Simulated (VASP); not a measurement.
# Mg2Sn (Fm-3m) in VASP: further runs

Runs on Mg2Sn. Level: HSE06. Tasks: single point, relaxation of cell and atoms.

Program: VASP 6.6.1. These are calculated values, not measurements. Logs are shortened: lines on timing, memory, paths and dates and some standing lists are left out, and cuts for length are marked.

### 1 The cell of the first run

It takes space group Fm-3m (No. 225, cubic). Conventional cell: a = 6.763 Å, b = 6.763 Å, c = 6.763 Å, α = 90.00°, β = 90.00°, γ = 90.00°. Within 3.9 Å of Sn (site symmetry m-3m) lie 8 Mg at 2.93 Å. Within 3.9 Å of Mg (site symmetry -43m) lie 4 Sn at 2.93 Å and 6 Mg at 3.38 Å.

### 2 Single point, HSE06

The input, POSCAR:

```
Mg2Sn
1.0
    0.0000000000      3.3814653932      3.3814653932
    3.3814653932      0.0000000000      3.3814653932
    3.3814653932      3.3814653932      0.0000000000
Sn Mg
1 2
Direct
    0.0000000000      0.0000000000      0.0000000000
    0.2500000000      0.2500000000      0.2500000000
    0.7500000000      0.7500000000      0.7500000000
```

The input, INCAR.step1:

```
SYSTEM = Mg2Sn
  PREC = Accurate
  ENCUT = 520
  EDIFF = 1E-5
  ISMEAR = -1
  SIGMA = 0.02
  LREAL = .FALSE.
  LASPH = .TRUE.
  NELM = 120
  ALGO = Normal
  ISIF = 2
  LWAVE = .TRUE.
  LCHARG = .FALSE.
  NBANDS = 16
  GGA = PE
  GGA_COMPAT = .FALSE.
```

The input, INCAR.step2:

```
SYSTEM = Mg2Sn
  PREC = Accurate
  ENCUT = 520
  EDIFF = 1E-6
  ISMEAR = -1
  SIGMA = 0.02
  LREAL = .FALSE.
  LASPH = .TRUE.
  NELM = 120
  ALGO = Normal
  ISIF = 2
  LWAVE = .FALSE.
  LCHARG = .FALSE.
  GGA = PE
  LHFCALC = .TRUE.
  HFSCREEN = 0.2079
  PRECFOCK = Normal
  NBANDS = 16
  ISTART = 1
  GGA_COMPAT = .FALSE.
```

The input, KPOINTS:

```
Automatic mesh
0
G
  4 4 4
  0 0 0
```

Potentials or basis: VASP PAW PBE potentials, release 64 (Sn_d, Mg).

Launch:

```console
$ cat potpaw_PBE.64/Sn_d/POTCAR potpaw_PBE.64/Mg/POTCAR > POTCAR
$ cp INCAR.step1 INCAR
$ mpirun -np 1 vasp_std > vasp.out
$ cp INCAR.step2 INCAR
$ mpirun -np 1 vasp_std > vasp.out
```

OUTCAR:

```text
SYSTEM = Mg2Sn
   PREC = Accurate
   ENCUT = 520
   EDIFF = 1E-6
   ISMEAR = -1
   LREAL = .FALSE.
   LASPH = .TRUE.
   NELM = 120
   ISIF = 2
   GGA = PE
   LHFCALC = .TRUE.
   HFSCREEN = 0.2079
   PRECFOCK = Normal
   ISTART = 1

 ion  position               nearest neighbor table
   1  0.000  0.000  0.000-   2 2.93   3 2.93   3 2.93   3 2.93   3 2.93   2 2.93   2 2.93   2 2.93

   2  0.250  0.250  0.250-   1 2.93   1 2.93   1 2.93   1 2.93   3 3.38   3 3.38   3 3.38   3 3.38
                             3 3.38   3 3.38
   3  0.750  0.750  0.750-   1 2.93   1 2.93   1 2.93   1 2.93   2 3.38   2 3.38   2 3.38   2 3.38
                             2 3.38   2 3.38

  LATTYP: Found a face centered cubic cell.
 ALAT       =     6.7629307864

  Lattice vectors:

 A1 = (   0.0000000000,   3.3814653932,   3.3814653932)
 A2 = (   3.3814653932,   0.0000000000,   3.3814653932)
 A3 = (   3.3814653932,   3.3814653932,   0.0000000000)

Analysis of symmetry for initial positions (statically):
=====================================================================
 Subroutine PRICEL returns:
 Original cell was already a primitive cell.

 Routine SETGRP: Setting up the symmetry group for a
 face centered cubic supercell.

 Subroutine GETGRP returns: Found 48 space group operations
 (whereof 48 operations were pure point group operations)
 out of a pool of 48 trial point group operations.

The static configuration has the point symmetry O_h .

Analysis of symmetry for dynamics (positions and initial velocities):
=====================================================================
 Subroutine PRICEL returns:
 Original cell was already a primitive cell.

 Routine SETGRP: Setting up the symmetry group for a
 face centered cubic supercell.

 Subroutine GETGRP returns: Found 48 space group operations
 (whereof 48 operations were pure point group operations)
 out of a pool of 48 trial point group operations.

The dynamic configuration has the point symmetry O_h .

 Subroutine INISYM returns: Found 48 space group operations
 (whereof 48 operations are pure point group operations),
 and found     1 'primitive' translations

----------------------------------------------------------------------------------------

                                     Primitive cell

  volume of cell :      77.3294

  direct lattice vectors                    reciprocal lattice vectors
     0.000000000  3.381465393  3.381465393    -0.147864888  0.147864888  0.147864888
     3.381465393  0.000000000  3.381465393     0.147864888 -0.147864888  0.147864888
     3.381465393  3.381465393  0.000000000     0.147864888  0.147864888 -0.147864888

  length of vectors
     4.782114220  4.782114220  4.782114220     0.256109498  0.256109498  0.256109498

  position of ions in fractional coordinates (direct lattice)
     0.000000000  0.000000000  0.000000000
     0.250000000  0.250000000  0.250000000
     0.750000000  0.750000000  0.750000000

  ion indices of the primitive-cell ions
   primitive index   ion index
                 1           1
                 2           2
                 3           3

----------------------------------------------------------------------------------------

 KPOINTS: Automatic mesh

Automatic generation of k-mesh.
 Grid dimensions read from file:
 generate k-points for:    4    4    4

 Generating k-lattice:

  Cartesian coordinates                     Fractional coordinates (reciprocal lattice)
    -0.036966222  0.036966222  0.036966222     0.250000000  0.000000000  0.000000000
     0.036966222 -0.036966222  0.036966222     0.000000000  0.250000000  0.000000000
     0.036966222  0.036966222 -0.036966222     0.000000000  0.000000000  0.250000000

  Length of vectors
     0.064027374  0.064027374  0.064027374

  Shift w.r.t. Gamma in fractional coordinates (k-lattice)
     0.000000000  0.000000000  0.000000000

 Subroutine IBZKPT returns following result:
 ===========================================

 Found      8 irreducible k-points:

 Following reciprocal coordinates:
            Coordinates               Weight
  0.000000  0.000000  0.000000      1.000000
  0.250000  0.000000  0.000000      8.000000
  0.500000  0.000000  0.000000      4.000000
  0.250000  0.250000  0.000000      6.000000
  0.500000  0.250000  0.000000     24.000000
 -0.250000  0.250000  0.000000     12.000000
  0.500000  0.500000  0.000000      3.000000
 -0.250000  0.500000  0.250000      6.000000
   k-points           NKPTS =      8   k-points in BZ     NKDIM =     64   number of bands    NBANDS=     16
   number of dos      NEDOS =    301   number of ions     NIONS =      3
   total plane-waves  NPLWV =  46656
   dimension x,y,z NGX =    36 NGY =   36 NGZ =   36
   dimension x,y,z NGXF=    72 NGYF=   72 NGZF=   72
   ions per type =               1   2
   NGX,Y,Z   is equivalent  to a cutoff of  12.52, 12.52, 12.52 a.u.
   NGXF,Y,Z  is equivalent  to a cutoff of  25.03, 25.03, 25.03 a.u.
 SYSTEM =  Mg2Sn
   PREC   = accura    normal or accurate (medium, high low for compatibility)
   ISTART =      1    job   : 0-new  1-cont  2-samecut
   ICHARG =      0    charge: 1-file 2-atom 10-const
   ISPIN  =      1    spin polarized calculation?
   LNONCOLLINEAR =      F non collinear calculations
   LSORBIT =      F    spin-orbit coupling
   LASPH  =      T    aspherical Exc in radial PAW
   ENCUT  =  520.0 eV  38.22 Ry    6.18 a.u.   8.89  8.89  8.89*2*pi/ulx,y,z
   NELM   =    120;   NELMIN=  2; NELMDL=  0     # of ELM steps
   EDIFF  = 0.1E-05   stopping-criterion for ELM
   LREAL  =      F    real-space projection
   EDIFFG = 0.1E-04   stopping-criterion for IOM
   NSW    =      0    number of steps for IOM
   IBRION =     -1    ionic relax: 0-MD 1-quasi-New 2-CG
   NFREE  =      0    steps in history (QN), initial steepest desc. (CG)
   ISIF   =      2    stress and relaxation
   ISYM   =      3    0-nonsym 1-usesym 2-fastsym
   POTIM  = 0.5000    time-step for ionic-motion
   TEBEG  =    0.0;   TEEND  =   0.0 temperature during run
   PSTRESS=    0.0 pullay stress
   NELECT =      18.0000    total number of electrons
   NUPDOWN=      -1.0000    fix difference up-down
   EMIN   =  10.00;   EMAX   =-10.00  energy-range for DOS
   EFERMI =   0.00;   METHOD = LEGACY
   ISMEAR =    -1;   SIGMA  =   0.02  broadening in eV -4-tet -1-fermi 0-gaus
   EFERMI_NEDOS =   21; number of points for ismear=-14 and -15
   IALGO  =     38    algorithm
   IMIX   =      1    mixing-type and parameters
     AMIX     =   0.40;   BMIX     =  1.00
     AMIX_MAG =   1.60;   BMIX_MAG =  1.00
  volume/ion in A,a.u.               =      25.78       173.95
  Fermi-wavevector in a.u.,A,eV,Ry     =   1.007049  1.903047 13.798324  1.014148
  Thomas-Fermi vector in A             =   2.139830
   LORBIT       =      0    0 simple, 1 ext, 2 COOP (PROOUT), +10 PAW based schemes
   GGA     = PE    functional components
   LHFCALC =     T    Hartree Fock is set to
   PRECFOCK=normal    Normal, Fast or Accurate (Low or Medium for compatibility)
   ENCUT4O =  -1.0   cutoff for four orbital integrals eV
   NKREDX  =     1    reduce k-point grid by
   NKREDY  =     1    reduce k-point grid by
   NKREDZ  =     1    reduce k-point grid by
   AEXX    =    0.2500 exact exchange contribution
   HFSCREEN=    0.2079 screening length (either q_TF or 0.3 A-1)
   HFSCREENC=   0.2079 screening length for correlation (either q_TF or 0.3 A-1)
   ENCUTFOCK=  -1.0 apply spherical cutoff to Coloumb kernel
   IVDW    =     0    specifies the selected vdW correction
   LEPSILON=     F    determine dielectric tensor
   LRPA    =     F    only Hartree local field effects (RPA)
 non-spin polarized calculation
  energy-cutoff  :      520.00
  volume of cell :       77.33
 maximum number of plane-waves:      2120
  NGX = 28; NGY = 28; NGZ = 28

 number of electron      18.0000006 magnetization

 Free energy of the ion-electron system (eV)
  ---------------------------------------------------
  ext. energy  EPLUGINS =         0.00000000
  ---------------------------------------------------
  free energy    TOTEN  =        -8.13574306 eV

  energy without entropy =       -8.13545457  energy(sigma->0) =       -8.13559881

 E-fermi :   4.1637     XC(G=0):  -7.3102

 val. band max:        4.0796869770   @ k =   0.0000   0.0000   0.0000
 cond. band min:       4.2476880087   @ k =   0.5000   0.5000   0.0000
 fundamental gap:      0.1680010317
 Fermi energy:         4.1636871238

 k-point     1 :       0.0000    0.0000    0.0000
  band No.  band energies     occupation
      1     -18.8662      2.00000
      2     -18.8662      2.00000
      3     -18.8662      2.00000
      4     -18.8313      2.00000
      5     -18.8313      2.00000
      6      -6.0409      2.00000
[... 8 lines left out ...]
     15      10.1666      0.00000
     16      10.1666      0.00000

 k-point     2 :       0.2500    0.0000    0.0000
  band No.  band energies     occupation
      1     -18.8658      2.00000
      2     -18.8644      2.00000
      3     -18.8644      2.00000
      4     -18.8310      2.00000
      5     -18.8310      2.00000
      6      -5.4852      2.00000
[... 8 lines left out ...]
     15       9.2264      0.00000
     16       9.4035      0.00000

 k-point     3 :       0.5000    0.0000    0.0000
  band No.  band energies     occupation
      1     -18.8654      2.00000
      2     -18.8628      2.00000
      3     -18.8628      2.00000
      4     -18.8305      2.00000
      5     -18.8305      2.00000
      6      -4.5784      2.00000
[... 8 lines left out ...]
     15      11.7941      0.00000
     16      12.4828      0.00000

 k-point     4 :       0.2500    0.2500    0.0000
  band No.  band energies     occupation
      1     -18.8679      2.00000
      2     -18.8626      2.00000
      3     -18.8626      2.00000
      4     -18.8323      2.00000
      5     -18.8296      2.00000
      6      -5.2930      2.00000
[... 8 lines left out ...]
     15      10.9000      0.00000
     16      11.8350      0.00000

 k-point     5 :       0.5000    0.2500    0.0000
  band No.  band energies     occupation
      1     -18.8667      2.00000
      2     -18.8616      2.00000
      3     -18.8608      2.00000
      4     -18.8321      2.00000
      5     -18.8293      2.00000
      6      -4.3542      2.00000
[... 8 lines left out ...]
     15      11.8541      0.00000
     16      12.4317      0.00000

 k-point     6 :      -0.2500    0.2500    0.0000
  band No.  band energies     occupation
      1     -18.8644      2.00000
      2     -18.8636      2.00000
      3     -18.8625      2.00000
      4     -18.8308      2.00000
      5     -18.8307      2.00000
      6      -4.7014      2.00000
[... 8 lines left out ...]
     15      11.5193      0.00000
     16      11.8924      0.00000

 k-point     7 :       0.5000    0.5000    0.0000
  band No.  band energies     occupation
      1     -18.8696      2.00000
      2     -18.8590      2.00000
      3     -18.8590      2.00000
      4     -18.8335      2.00000
      5     -18.8280      2.00000
      6      -3.9807      2.00000
[... 8 lines left out ...]
     15      13.0211      0.00000
     16      13.0211      0.00000

 k-point     8 :      -0.2500    0.5000    0.2500
  band No.  band energies     occupation
      1     -18.8643      2.00000
      2     -18.8643      2.00000
      3     -18.8590      2.00000
      4     -18.8321      2.00000
      5     -18.8293      2.00000
      6      -3.9424      2.00000
[... 8 lines left out ...]
     15      12.6699      0.00000
     16      13.2740      0.00000

------------------------ aborting loop because EDIFF is reached ----------------------------------------

  FORCE on cell =-STRESS in cart. coord.  units (eV):
  Direction    XX          YY          ZZ          XY          YZ          ZX
  --------------------------------------------------------------------------------------
  -------------------------------------------------------------------------------------
  Total       -0.0989164     -0.0989164     -0.0989164      0.0000000      0.0000000      0.0000000
  in kB       -2.0494352     -2.0494352     -2.0494352      0.0000000      0.0000000      0.0000000
  external PRESSURE =      -2.0494352 kB  Pullay stress =       0.0000000 kB

 VOLUME and BASIS-vectors are now :
 -----------------------------------------------------------------------------
  energy-cutoff  :      520.00
  volume of cell :       77.33
      direct lattice vectors                 reciprocal lattice vectors
     0.000000000  3.381465393  3.381465393    -0.147864888  0.147864888  0.147864888
     3.381465393  0.000000000  3.381465393     0.147864888 -0.147864888  0.147864888
     3.381465393  3.381465393  0.000000000     0.147864888  0.147864888 -0.147864888

 POSITION                                       TOTAL-FORCE (eV/Angst)
 -----------------------------------------------------------------------------------
      0.00000      0.00000      0.00000        -0.000000     -0.000000     -0.000000
      1.69073      1.69073      1.69073        -0.000000     -0.000000     -0.000000
      5.07220      5.07220      5.07220         0.000000      0.000000      0.000000
 -----------------------------------------------------------------------------------
    total drift:                               -0.000003     -0.000002      0.000000

  FREE ENERGIE OF THE ION-ELECTRON SYSTEM (eV)
  ---------------------------------------------------
  free  energy   TOTEN  =        -8.1357430625 eV

  energy  without entropy=       -8.1354545656  energy(sigma->0) =       -8.13559881
```

It took 8.6 min on 1 thread of AMD EPYC 9R45 (Zen 5), shared host; peak memory 0.29 GiB.

Results:

```yaml
Free_energy: -8.1357 eV
Pressure: -0.2 GPa
```

Levels at points of the mesh, in eV from the Fermi level:
| k point | band 7 | band 8 | band 9 | band 10 | band 11 | band 12 |
| --- | --- | --- | --- | --- | --- | --- |
| (0.00, 0.00, 0.00) | -0.08 | -0.08 | -0.08 | 1.98 | 2.50 | 2.50 |
| (0.50, 0.00, 0.00) | -5.43 | -1.00 | -1.00 | 1.06 | 2.58 | 2.58 |
| (0.50, 0.50, 0.00) | -5.18 | -2.42 | -2.42 | 0.08 | 0.41 | 7.97 |

Caveat: the k points lie up to 0.40 Å⁻¹ apart; the structure was generated, so it needn't be the stable form of Mg2Sn; the PAW data sets were made with another functional, which shifts forces and pressure a little; spin-orbit coupling is left out, which moves the levels of the heavy elements.

[end of part 1 of 2]
